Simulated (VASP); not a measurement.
# GaCuSe2 (P4/mmm) in VASP: settings compared, part 2 of 2

VASP 6.6.1. Earlier steps stand in the parts before.

**3. Single point, BLYP**

Input file INCAR:

```
SYSTEM = GaCuSe2
PREC = Accurate ; ENCUT = 520
EDIFF = 1E-6 ; ISMEAR = -1
SIGMA = 0.05 ; LREAL = .FALSE.
LASPH = .TRUE. ; NELM = 60
ALGO = Normal ; ISIF = 2
LWAVE = .FALSE. ; LCHARG = .TRUE.
GGA = B5 ; ALDAX = 1.0
AGGAX = 1.0 ; AGGAC = 1.0
ALDAC = 0.0 ; LELF = .TRUE.
LVHAR = .TRUE. ; NBANDS = 26
```

Input file KPOINTS:

```
Automatic mesh
0
G
  6 6 4
  0 0 0
```

Input file POSCAR:

```
GaCuSe2
1.0
    3.7744160000      0.0000000000      0.0000000000
    0.0000000000      3.7744160000      0.0000000000
    0.0000000000      0.0000000000      5.2658910000
Ga Cu Se
1 1 2
Direct
    0.5000000000      0.5000000000      0.5000000000
    0.0000000000      0.0000000000      0.0000000000
    0.0000000000      0.0000000000      0.5000000000
    0.5000000000      0.5000000000      0.0000000000
```

Potentials or basis: VASP PAW PBE potentials, release 64 (Ga_d, Cu, Se).

On the command line:

```console
$ cat potpaw_PBE.64/Ga_d/POTCAR potpaw_PBE.64/Cu/POTCAR potpaw_PBE.64/Se/POTCAR > POTCAR
$ mpirun -np 1 vasp_std > vasp.out
```

OUTCAR:

```text
SYSTEM = GaCuSe2
   PREC = Accurate
   ENCUT = 520
   EDIFF = 1E-6
   ISMEAR = -1
   LREAL = .FALSE.
   LASPH = .TRUE.
   NELM = 60
   ISIF = 2
   GGA = B5

 ion  position               nearest neighbor table
   1  0.500  0.500  0.500-   4 2.63   4 2.63   3 2.67   3 2.67   3 2.67   3 2.67
   2  0.000  0.000  0.000-   3 2.63   3 2.63   4 2.67   4 2.67   4 2.67   4 2.67
   3  0.000  0.000  0.500-   2 2.63   2 2.63   1 2.67   1 2.67   1 2.67   1 2.67
   4  0.500  0.500  0.000-   1 2.63   1 2.63   2 2.67   2 2.67   2 2.67   2 2.67

  LATTYP: Found a simple tetragonal cell.
 ALAT       =     3.7744160000
 C/A-ratio  =     1.3951538463

  Lattice vectors:

 A1 = (   3.7744160000,   0.0000000000,   0.0000000000)
 A2 = (   0.0000000000,   3.7744160000,   0.0000000000)
 A3 = (   0.0000000000,   0.0000000000,   5.2658910000)

Analysis of symmetry for initial positions (statically):
=====================================================================
 Subroutine PRICEL returns:
 Original cell was already a primitive cell.

 Routine SETGRP: Setting up the symmetry group for a
 simple tetragonal supercell.

 Subroutine GETGRP returns: Found 16 space group operations
 (whereof 16 operations were pure point group operations)
[... 170 lines left out ...]
 cond. band min:       5.7912081786   @ k =   0.3333   0.0000   0.2500
 fundamental gap:      0.0881775687
 Fermi energy:         5.7328456929

 k-point     1 :       0.0000    0.0000    0.0000
  band No.  band energies     occupation
      1      -9.6366      2.00000
      2      -9.4539      2.00000
      3      -9.4529      2.00000
      4      -9.4038      2.00000
      5      -9.4038      2.00000
      6      -8.9538      2.00000
[... 685 lines left out ...]
     25      11.4785      0.00000
     26      13.2307      0.00000

 [... further k-points ...]

------------------------ aborting loop because EDIFF is reached ----------------------------------------

  FORCE on cell =-STRESS in cart. coord.  units (eV):
  Direction    XX          YY          ZZ          XY          YZ          ZX
  --------------------------------------------------------------------------------------
  -------------------------------------------------------------------------------------
  Total        2.6793051      2.6793051      3.2899493      0.0000000      0.0000000      0.0000000
  in kB       57.2217800     57.2217800     70.2632759      0.0000000      0.0000000      0.0000000
  external PRESSURE =      61.5689453 kB  Pullay stress =       0.0000000 kB

 VOLUME and BASIS-vectors are now :
 -----------------------------------------------------------------------------
  energy-cutoff  :      520.00
  volume of cell :       75.02
      direct lattice vectors                 reciprocal lattice vectors
     3.774416000  0.000000000  0.000000000     0.264941649  0.000000000  0.000000000
     0.000000000  3.774416000  0.000000000     0.000000000  0.264941649  0.000000000
     0.000000000  0.000000000  5.265891000     0.000000000  0.000000000  0.189901386

 POSITION                                       TOTAL-FORCE (eV/Angst)
 -----------------------------------------------------------------------------------
      1.88721      1.88721      2.63295         0.000000      0.000000      0.000000
      0.00000      0.00000      0.00000         0.000000      0.000000      0.000000
      0.00000      0.00000      2.63295         0.000000      0.000000      0.000000
      1.88721      1.88721      0.00000         0.000000      0.000000      0.000000
 -----------------------------------------------------------------------------------
    total drift:                                0.000000      0.000000      0.000000

  FREE ENERGIE OF THE ION-ELECTRON SYSTEM (eV)
  ---------------------------------------------------
  free  energy   TOTEN  =       -11.9728333729 eV

  energy  without entropy=      -11.9625794061  energy(sigma->0) =      -11.96770639
```

OSZICAR:

```text
N       E                     dE             d eps       ncg     rms          rms(c)
DAV:   1     0.281589811320E+03    0.28159E+03   -0.16690E+04  1592   0.195E+03
DAV:   2     0.215940895601E+02   -0.26000E+03   -0.24893E+03  1608   0.430E+02
DAV:   3    -0.119534131099E+02   -0.33548E+02   -0.32324E+02  2014   0.135E+02
DAV:   4    -0.132387493110E+02   -0.12853E+01   -0.12746E+01  1894   0.260E+01
DAV:   5    -0.132765194855E+02   -0.37770E-01   -0.37675E-01  1964   0.478E+00    0.109E+01
DAV:   6    -0.148435150934E+02   -0.15670E+01   -0.33158E+01  1922   0.102E+02    0.101E+01
DAV:   7    -0.120839798919E+02    0.27595E+01   -0.70190E+00  1882   0.586E+01    0.345E+00
DAV:   8    -0.120222257674E+02    0.61754E-01   -0.21965E+00  2306   0.319E+01    0.239E+00
DAV:   9    -0.119789389043E+02    0.43287E-01   -0.65463E-01  2094   0.167E+01    0.741E-01
DAV:  10    -0.119724427390E+02    0.64962E-02   -0.54883E-02  2290   0.459E+00    0.139E-01
DAV:  11    -0.119728315062E+02   -0.38877E-03   -0.53962E-03  2282   0.596E-01    0.634E-02
DAV:  12    -0.119728339288E+02   -0.24227E-05   -0.25670E-04  2276   0.290E-01    0.455E-02
DAV:  13    -0.119728332598E+02    0.66904E-06   -0.96195E-05  2334   0.210E-01    0.128E-02
DAV:  14    -0.119728329849E+02    0.27489E-06   -0.16180E-05  2118   0.838E-02    0.346E-03
DAV:  15    -0.119728333729E+02   -0.38796E-06   -0.10474E-06  1054   0.223E-02
   1 F= -.11972833E+02 E0= -.11967706E+02  d E =-.102540E-01
```

stdout:

```text
POSCAR found type information on POSCAR GaCuSe
 POSCAR found :  3 types and       4 ions
 scaLAPACK will be used
 -----------------------------------------------------------------------------
|                                                                             |
|                                                                             |
|     You enforced a specific xc type in the INCAR file but a different       |
|     I HOPE YOU KNOW WHAT YOU ARE DOING!                                     |
|                                                                             |
 -----------------------------------------------------------------------------

 LDA part: xc-table for (Slater(with rela. corr.)+VWN5), standard interpolation
 POSCAR, INCAR and KPOINTS ok, starting setup
 FFT: planning ... GRIDC
 FFT: planning ... GRID_SOFT
 FFT: planning ... GRID
 WAVECAR not read
 entering main loop
```

Wall time 69 s (1 thread of AMD EPYC 7R13 (Zen 3), shared host); peak memory 0.18 GiB.

Results:

```yaml
Free_energy: -11.9728 eV
Pressure: 6.2 GPa
Band_gap_on_the_k_mesh: zero (bands 18 and 19 overlap by 2.67 eV)
```

Stress tensor (GPa, compression positive):
```
5.72 0.00 0.00
0.00 5.72 0.00
0.00 0.00 7.03
```

Levels at points of the mesh, in eV from the Fermi level:
| k point | band 16 | band 17 | band 18 | band 19 | band 20 | band 21 |
| --- | --- | --- | --- | --- | --- | --- |
| (0.00, 0.00, 0.00) | -2.21 | -1.18 | -0.99 | -0.99 | 1.29 | 4.56 |
| (0.50, 0.00, 0.00) | -1.96 | -1.57 | 0.26 | 1.70 | 2.47 | 3.69 |
| (0.50, 0.50, 0.00) | -2.53 | -2.30 | -2.19 | -2.03 | 0.40 | 4.88 |
| (0.00, 0.00, 0.50) | -1.73 | -1.73 | -1.46 | 0.49 | 2.34 | 5.00 |
| (0.50, 0.00, 0.50) | -1.11 | 0.51 | 0.63 | 2.11 | 2.58 | 2.76 |
| (0.50, 0.50, 0.50) | -2.19 | -2.10 | -1.86 | 1.14 | 3.87 | 4.09 |

Caveat: the cell stands under pressure; the PAW data sets were made with another functional, which shifts forces and pressure a little. With open d or f shells a metallic result of BLYP can be an artefact of self-interaction; +U or a hybrid may open a gap.

**4. Single point, PBEsol**

Input file INCAR:

```
PREC     = Accurate       # precision mode
ENCUT    = 520            # plane-wave cutoff, eV
EDIFF    = 1E-7           # SCF threshold, eV
ISMEAR   = -1             # smearing method
SIGMA    = 0.05           # smearing width, eV
LREAL    = False          # projectors in reciprocal space
LASPH    = True           # aspherical terms in the spheres
NELM     = 60             # most SCF steps
ALGO     = Normal         # electronic algorithm
ISIF     = 2              # what is computed and relaxed
LWAVE    = False          # write WAVECAR
LCHARG   = True           # write CHGCAR
GGA      = PS             # functional
LELF     = True           # ELF
LVHAR    = True         
NBANDS   = 26             # bands
```

Input file KPOINTS:

```
Automatic mesh
0
Gamma
  6 6 4
```

POSCAR is that of step 3.

On the command line:

```console
$ cat potpaw_PBE.64/Ga_d/POTCAR potpaw_PBE.64/Cu/POTCAR potpaw_PBE.64/Se/POTCAR > POTCAR
$ mpirun -np 1 vasp_std > vasp.out
```

Run time: 57 s. Hardware: 1 thread of AMD EPYC 7R13 (Zen 3), shared host; peak memory 0.18 GiB.

Results (log left out):

```yaml
Free_energy: -16.4026 eV
Pressure: -4.0 GPa
Band_gap_on_the_k_mesh: zero (bands 18 and 19 overlap by 2.65 eV)
```

Stress tensor (GPa, compression positive):
```
-4.32  0.00  0.00
 0.00 -4.32  0.00
 0.00  0.00 -3.30
```

Levels at points of the mesh, in eV from the Fermi level:
| k point | band 16 | band 17 | band 18 | band 19 | band 20 | band 21 |
| --- | --- | --- | --- | --- | --- | --- |
| (0.00, 0.00, 0.00) | -2.18 | -1.17 | -0.98 | -0.98 | 1.17 | 4.07 |
| (0.50, 0.00, 0.00) | -1.91 | -1.59 | 0.25 | 1.71 | 2.28 | 3.66 |
| (0.50, 0.50, 0.00) | -2.52 | -2.27 | -2.13 | -2.00 | 0.34 | 4.40 |
| (0.00, 0.00, 0.50) | -1.78 | -1.78 | -1.47 | 0.49 | 2.27 | 4.50 |
| (0.50, 0.00, 0.50) | -1.10 | 0.52 | 0.65 | 1.82 | 2.31 | 2.66 |
| (0.50, 0.50, 0.50) | -2.13 | -2.06 | -1.86 | 1.20 | 3.78 | 4.12 |

Caveat: the cell stands under tension; the PAW data sets were made with another functional, which shifts forces and pressure a little.

**5. Summary**

| level | potentials or basis | gap on the mesh (eV) | pressure (GPa) |
| --- | --- | --- | --- |
| LDA | VASP PAW LDA potentials, release 64 (Ga_d, Cu, Se) | none | -6.3 |
| BLYP | VASP PAW PBE potentials, release 64 (Ga_d, Cu, Se) | none | 6.2 |
| PBEsol | VASP PAW PBE potentials, release 64 (Ga_d, Cu, Se) | none | -4.0 |

Alike in all rows: task single point; no spin polarisation; cell as given; k mesh 6 × 6 × 4; cutoff (eV) 520; smearing fermi-dirac 0.05 eV.

Caveats: the cell stands under tension (at least some runs); the PAW data sets were made with another functional, which shifts forces and pressure a little (at least some runs); the cell stands under pressure (at least some runs).

Total energies depend on the potentials used, so only differences within one code and one set of settings carry meaning.

The gap in the log of VASP goes by the Fermi energy; the results here count the filled bands.